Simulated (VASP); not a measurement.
# MgI2 (P-3m1) in VASP: a series of runs, part 2 of 2

VASP 6.6.1. Earlier steps stand in the parts before.

## 4. Single point, r2SCAN

This run uses another cell than the first one, of 35.74 Å³/atom.

Input file POSCAR:

```
MgI2
1.0
    4.2078809172      0.0000000000      0.0000000000
   -2.1039404586      3.6441366779      0.0000000000
    0.0000000000      0.0000000000      6.9928069349
Mg I
1 2
Direct
    0.0000000000      0.0000000000      0.0000000000
    0.3333333333      0.6666666667      0.2500000000
    0.6666666667      0.3333333333      0.7500000000
```

Input file INCAR.step1:

```
  ALGO = Normal
  EDIFF = 1E-5
  ENCUT = 660
  GGA = PE
  GGA_COMPAT = F
  ISMEAR = 0
  LASPH = T
  LCHARG = F
  LREAL = F
  LWAVE = T
  NBANDS = 15
  NELM = 120
  PREC = Accurate
  SIGMA = 0.01
```

Input file INCAR.step2:

```
  ALGO = Normal
  EDIFF = 1E-6
  ENCUT = 660
  GGA_COMPAT = F
  ISIF = 2
  ISMEAR = 0
  ISTART = 1
  LASPH = T
  LCHARG = F
  LMIXTAU = T
  LREAL = F
  LWAVE = F
  METAGGA = R2SCAN
  NBANDS = 15
  NELM = 120
  PREC = Accurate
  SIGMA = 0.01
```

Input file KPOINTS:

```
k-points
0
Gamma
  5 5 3
```

The run is started by

```sh
cat potpaw_PBE.64/Mg/POTCAR potpaw_PBE.64/I/POTCAR > POTCAR
cp INCAR.step1 INCAR
mpirun -np 1 vasp_std > vasp.out
cp INCAR.step2 INCAR
mpirun -np 1 vasp_std > vasp.out
```

Wall time 4.8 min (1 thread of AMD EPYC 7R13, shared host); peak memory 0.26 GiB.

It converged, with:

```
Free energy            : -56.8829 eV
Pressure               : -1.3 GPa
Largest force          : 0.512 eV/Å
Band gap on the k mesh : 4.05 eV (least direct gap 4.21 eV)
```

Forces in eV/Å, atoms in the order of the input:
```
Mg   0.000  0.000  0.000
I    0.000  0.000 -0.512
I    0.000  0.000  0.512
```

Stress tensor (GPa, compression positive):
```
-1.10  0.00  0.00
 0.00 -1.10  0.00
 0.00  0.00 -1.85
```

Levels at points of the mesh, in eV from the valence-band top:
| k point | band 5 | band 6 | band 7 | band 8 | band 9 | band 10 | band 11 | band 12 |
| --- | --- | --- | --- | --- | --- | --- | --- | --- |
| (0.00, 0.00, 0.00) | -0.34 | -0.02 | 0.00 | 0.00 | 4.21 | 5.50 | 7.35 | 7.35 |

Caveat: the PAW data sets were made with another functional, which shifts forces and pressure a little; spin-orbit coupling is left out, which moves the levels of the heavy elements. A k mesh can miss the band edges.

## 5. Single point, r2SCAN

This run uses another cell than the first one, of 36.59 Å³/atom.

Input file POSCAR:

```
MgI2
1.0
    4.2410152021      0.0000000000      0.0000000000
   -2.1205076010      3.6728318490      0.0000000000
    0.0000000000      0.0000000000      7.0478706739
Mg I
1 2
Direct
    0.0000000000      0.0000000000      0.0000000000
    0.3333333333      0.6666666667      0.2500000000
    0.6666666667      0.3333333333      0.7500000000
```

Input file INCAR.step1:

```
SYSTEM = MgI2
ALGO = Normal
EDIFF = 1E-5
ENCUT = 660
GGA = PE
GGA_COMPAT = .False.
ISMEAR = 0
LASPH = .True.
LCHARG = .False.
LREAL = .False.
LWAVE = .True.
NBANDS = 15
NELM = 120
PREC = Accurate
SIGMA = 0.01
```

Input file INCAR.step2:

```
SYSTEM = MgI2
ALGO = Normal
EDIFF = 1E-6
ENCUT = 660
GGA_COMPAT = .False.
ISIF = 2
ISMEAR = 0
ISTART = 1
LASPH = .True.
LCHARG = .True.
LELF = .True.
LMIXTAU = .True.
LREAL = .False.
LVHAR = .True.
LWAVE = .False.
METAGGA = R2SCAN
NBANDS = 15
NELM = 120
PREC = Accurate
SIGMA = 0.01
```

Input file KPOINTS:

```
k-points
0
Gamma
  5 5 3
  0 0 0
```

Potentials or basis: VASP PAW PBE potentials, release 64 (Mg, I).

The run is started by

```sh
cat potpaw_PBE.64/Mg/POTCAR potpaw_PBE.64/I/POTCAR > POTCAR
cp INCAR.step1 INCAR
mpirun -np 1 vasp_std > vasp.out
cp INCAR.step2 INCAR
mpirun -np 1 vasp_std > vasp.out
```

OUTCAR:

```text
SYSTEM = MgI2
   EDIFF = 1E-6
   ENCUT = 660
   ISIF = 2
   ISMEAR = 0
   ISTART = 1
   LASPH = .True.
   LREAL = .False.
   METAGGA = R2SCAN
   NELM = 120
   PREC = Accurate

 ion  position               nearest neighbor table
   1  0.000  0.000  0.000-   2 3.02   3 3.02   3 3.02   2 3.02   3 3.02   2 3.02
   2  0.333  0.667  0.250-   1 3.02   1 3.02   1 3.02
   3  0.667  0.333  0.750-   1 3.02   1 3.02   1 3.02

  LATTYP: Found a hexagonal cell.
 ALAT       =     4.2410152021
 C/A-ratio  =     1.6618357488

  Lattice vectors:

 A1 = (   4.2410152021,   0.0000000000,   0.0000000000)
 A2 = (  -2.1205076010,   3.6728318490,   0.0000000000)
 A3 = (   0.0000000000,   0.0000000000,   7.0478706739)

Analysis of symmetry for initial positions (statically):
=====================================================================
 Subroutine PRICEL returns:
 Original cell was already a primitive cell.

 Routine SETGRP: Setting up the symmetry group for a
 hexagonal supercell.

 Subroutine GETGRP returns: Found 12 space group operations
 (whereof 12 operations were pure point group operations)
 out of a pool of 24 trial point group operations.

The static configuration has the point symmetry D_3d.

Analysis of symmetry for dynamics (positions and initial velocities):
=====================================================================
 Subroutine PRICEL returns:
 Original cell was already a primitive cell.

 Routine SETGRP: Setting up the symmetry group for a
 hexagonal supercell.

 Subroutine GETGRP returns: Found 12 space group operations
 (whereof 12 operations were pure point group operations)
 out of a pool of 24 trial point group operations.

The dynamic configuration has the point symmetry D_3d.

 Subroutine INISYM returns: Found 12 space group operations
 (whereof 12 operations are pure point group operations),
 and found     1 'primitive' translations

----------------------------------------------------------------------------------------

                                     Primitive cell

  volume of cell :     109.7814

  direct lattice vectors                    reciprocal lattice vectors
     4.241015202  0.000000000  0.000000000     0.235792600  0.136134738  0.000000000
    -2.120507601  3.672831849  0.000000000     0.000000000  0.272269475  0.000000000
     0.000000000  0.000000000  7.047870674     0.000000000  0.000000000  0.141886826

  length of vectors
     4.241015202  4.241019486  7.047870674     0.272269750  0.272269475  0.141886826

  position of ions in fractional coordinates (direct lattice)
     0.000000000  0.000000000  0.000000000
     0.333333333  0.666666667  0.250000000
     0.666666667  0.333333333  0.750000000

  ion indices of the primitive-cell ions
   primitive index   ion index
                 1           1
                 2           2
                 3           3

----------------------------------------------------------------------------------------

 KPOINTS: k-points

Automatic generation of k-mesh.
 Grid dimensions read from file:
[... 25 lines left out ...]
  0.200000  0.200000  0.000000      6.000000
  0.400000  0.200000  0.000000      6.000000
  0.000000  0.000000  0.333333      2.000000
  0.200000 -0.000000  0.333333      6.000000
  0.000000  0.200000  0.333333      6.000000
  0.400000  0.000000  0.333333      6.000000
  0.000000  0.400000  0.333333      6.000000
  0.200000  0.200000  0.333333     12.000000
  0.400000  0.200000  0.333333     12.000000
   k-points           NKPTS =     12   k-points in BZ     NKDIM =     12   number of bands    NBANDS=     15
   number of dos      NEDOS =    301   number of ions     NIONS =      3
   total plane-waves  NPLWV =  77760
   dimension x,y,z NGX =    36 NGY =   36 NGZ =   60
   dimension x,y,z NGXF=    72 NGYF=   72 NGZF=  120
   ions per type =               1   2
   NGX,Y,Z   is equivalent  to a cutoff of  14.11, 14.11, 14.15 a.u.
   NGXF,Y,Z  is equivalent  to a cutoff of  28.22, 28.22, 28.31 a.u.
 SYSTEM =  MgI2
   PREC   = accura    normal or accurate (medium, high low for compatibility)
   ISTART =      1    job   : 0-new  1-cont  2-samecut
   ICHARG =      0    charge: 1-file 2-atom 10-const
   ISPIN  =      1    spin polarized calculation?
   LNONCOLLINEAR =      F non collinear calculations
   LSORBIT =      F    spin-orbit coupling
   LASPH  =      T    aspherical Exc in radial PAW
   ENCUT  =  660.0 eV  48.51 Ry    6.96 a.u.   8.88  8.88 14.76*2*pi/ulx,y,z
   NELM   =    120;   NELMIN=  2; NELMDL=  0     # of ELM steps
   EDIFF  = 0.1E-05   stopping-criterion for ELM
   LREAL  =      F    real-space projection
[... 7 lines left out ...]
   TEBEG  =    0.0;   TEEND  =   0.0 temperature during run
   PSTRESS=    0.0 pullay stress
   NELECT =      16.0000    total number of electrons
   NUPDOWN=      -1.0000    fix difference up-down
   EMIN   =  10.00;   EMAX   =-10.00  energy-range for DOS
   EFERMI =   0.00;   METHOD = LEGACY
   ISMEAR =     0;   SIGMA  =   0.01  broadening in eV -4-tet -1-fermi 0-gaus
   EFERMI_NEDOS =   21; number of points for ismear=-14 and -15
   IALGO  =     38    algorithm
   IMIX   =      4    mixing-type and parameters
     AMIX     =   0.40;   BMIX     =  1.00
     AMIX_MAG =   1.60;   BMIX_MAG =  1.00
  volume/ion in A,a.u.               =      36.59       246.95
  Fermi-wavevector in a.u.,A,eV,Ry     =   0.861533  1.628061 10.098775  0.742239
  Thomas-Fermi vector in A             =   1.979201
   LORBIT       =      0    0 simple, 1 ext, 2 COOP (PROOUT), +10 PAW based schemes
   METAGGA = R2SCAN    functional components
   LHFCALC =     F    Hartree Fock is set to
   AEXX    =    0.0000 exact exchange contribution
   IVDW    =     0    specifies the selected vdW correction
   LEPSILON=     F    determine dielectric tensor
   LRPA    =     F    only Hartree local field effects (RPA)
 non-spin polarized calculation
 Gauss-broadening in eV      SIGMA  =   0.01
  energy-cutoff  :      660.00
  volume of cell :      109.78
 maximum number of plane-waves:      4247
 NGX is ok and might be reduce to    36
   NGX = 17   NGY = 17   NGZ = 29

 number of electron      15.9999998 magnetization

 Free energy of the ion-electron system (eV)
  ---------------------------------------------------
  ext. energy  EPLUGINS =         0.00000000
  ---------------------------------------------------
  free energy    TOTEN  =       -56.85667209 eV

  energy without entropy =      -56.85667209  energy(sigma->0) =      -56.85667209

 E-fermi :   1.4892     XC(G=0):  -8.3065

 val. band max:        1.4026507668   @ k =   0.0000   0.0000   0.0000
 cond. band min:       5.4193742791   @ k =   0.0000   0.4000   0.3333
 fundamental gap:      4.0167235123
 Fermi energy:         1.4891816104

 k-point     1 :       0.0000    0.0000    0.0000
  band No.  band energies     occupation
      1     -10.6840      2.00000
      2     -10.0891      2.00000
      3      -1.8659      2.00000
      4       1.0756      2.00000
      5       1.0756      2.00000
      6       1.3847      2.00000
      7       1.4026      2.00000
      8       1.4027      2.00000
      9       5.5108      0.00000
     10       6.8872      0.00000
     11       8.7214      0.00000
     12       8.7215      0.00000
     13       9.5146      0.00000
     14      10.2732      0.00000
[... 185 lines left out ...]
      2      -9.9031      2.00000
      3      -1.6536      2.00000
      4      -1.1811      2.00000
      5      -0.5317      2.00000
      6      -0.1014      2.00000
      7       0.6138      2.00000
      8       0.8814      2.00000
      9       5.9976      0.00000
     10       7.7504      0.00000
     11       8.0992      0.00000
     12       8.8088      0.00000
     13       9.1537      0.00000
     14      10.5108      0.00000
     15      11.6210      0.00000

------------------------ aborting loop because EDIFF is reached ----------------------------------------

  FORCE on cell =-STRESS in cart. coord.  units (eV):
  Direction    XX          YY          ZZ          XY          YZ          ZX
  --------------------------------------------------------------------------------------
  -------------------------------------------------------------------------------------
  Total       -1.1586686     -1.1586718     -1.6488961     -0.0000000      0.0000000     -0.0000000
  in kB      -16.9098999    -16.9099454    -24.0644025     -0.0000000      0.0000000     -0.0000000
  external PRESSURE =     -19.2947493 kB  Pullay stress =       0.0000000 kB

 VOLUME and BASIS-vectors are now :
 -----------------------------------------------------------------------------
  energy-cutoff  :      660.00
  volume of cell :      109.78
      direct lattice vectors                 reciprocal lattice vectors
     4.241015202  0.000000000  0.000000000     0.235792600  0.136134738  0.000000000
    -2.120507601  3.672831849  0.000000000     0.000000000  0.272269475  0.000000000
     0.000000000  0.000000000  7.047870674     0.000000000  0.000000000  0.141886826

 POSITION                                       TOTAL-FORCE (eV/Angst)
 -----------------------------------------------------------------------------------
      0.00000      0.00000      0.00000        -0.000000      0.000000      0.000000
     -0.00000      2.44855      1.76197         0.000000      0.000000     -0.594716
      2.12051      1.22428      5.28590        -0.000000     -0.000000      0.594716
 -----------------------------------------------------------------------------------
    total drift:                               -0.000000      0.000000      0.000000

  FREE ENERGIE OF THE ION-ELECTRON SYSTEM (eV)
  ---------------------------------------------------
  free  energy   TOTEN  =       -56.8566720893 eV

  energy  without entropy=      -56.8566720893  energy(sigma->0) =      -56.85667209
```

It took 4.9 min on 1 thread of AMD EPYC 7R13, shared host; peak memory 0.27 GiB.

Results:

| Item | Value |
| --- | --- |
| Free energy | -56.8567 eV |
| Pressure | -1.9 GPa |
| Largest force | 0.595 eV/Å |
| Band gap on the k mesh | 4.02 eV (least direct gap 4.11 eV) |

Forces on the atoms (eV/Å):
```
Mg   0.000  0.000  0.000
I    0.000  0.000 -0.595
I    0.000  0.000  0.595
```

Stress tensor (GPa, compression positive):
```
-1.69  0.00  0.00
 0.00 -1.69  0.00
 0.00  0.00 -2.41
```

Caveat: the PAW data sets were made with another functional, which shifts forces and pressure a little; spin-orbit coupling is left out, which moves the levels of the heavy elements.

## 6. The runs side by side

| cell | gap on the mesh (eV) | pressure (GPa) | largest force (eV/Å) |
| --- | --- | --- | --- |
| a = 4.140, b = 4.140, c = 6.880 Å, angles 90.0, 90.0, 120.0°, 3 atoms | 4.11 | 0.1 | 0.32 |
| a = 4.174, b = 4.174, c = 6.937 Å, angles 90.0, 90.0, 120.0°, 3 atoms | 4.08 | -0.7 | 0.42 |
| a = 4.208, b = 4.208, c = 6.993 Å, angles 90.0, 90.0, 120.0°, 3 atoms | 4.05 | -1.3 | 0.51 |
| a = 4.241, b = 4.241, c = 7.048 Å, angles 90.0, 90.0, 120.0°, 3 atoms | 4.02 | -1.9 | 0.59 |

Alike in all rows: task single point; level r2SCAN; potentials or basis VASP PAW PBE potentials, release 64 (Mg, I); no spin polarisation; k mesh 5 × 5 × 3; cutoff (eV) 660; smearing gaussian 0.01 eV.

Caveats: the PAW data sets were made with another functional, which shifts forces and pressure a little; spin-orbit coupling is left out, which moves the levels of the heavy elements.

Absolute energies hang on the potentials; compare differences alone.
